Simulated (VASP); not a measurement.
Hf2Pd2Se2Br2O3, 11 atoms in the cell. The typed cell holds 11 atoms: a = 5.607 Å, b = 5.574 Å, c = 8.642 Å, α = 75.02°, β = 81.24°, γ = 74.12°. 

```yaml
Program: VASP 6.6.1
Task: single point
Functional: PBEsol
Potentials_or_basis: VASP PAW PBE potentials, release 64 (Hf_pv, Pd, Se, Br, O)
Cutoff: 520 eV
k_mesh: 5 × 5 × 4
Occupations: fermi-dirac, width 0.05 eV
Spin: no spin polarisation
Dipole_correction: no
Further_INCAR_settings: ALGO = Normal; EDIFF = 1e-07; NBANDS = 53
```

Potentials or basis: VASP PAW PBE potentials, release 64 (Hf_pv, Pd, Se, Br, O).

Launch:

```console
$ cat potpaw_PBE.64/Hf_pv/POTCAR potpaw_PBE.64/Pd/POTCAR potpaw_PBE.64/Se/POTCAR potpaw_PBE.64/Br/POTCAR potpaw_PBE.64/O/POTCAR > POTCAR
$ mpirun -np 1 vasp_std > vasp.out
```

Hardware: 1 thread of Intel Xeon 8259CL, on a shared host.

Question: Estimate the wall time of this run.

Answer: Wall time 37 min on 1 thread of Intel Xeon 8259CL, on a shared host, peak memory 0.79 GiB. Counts: scf iterations 21, k points 51.
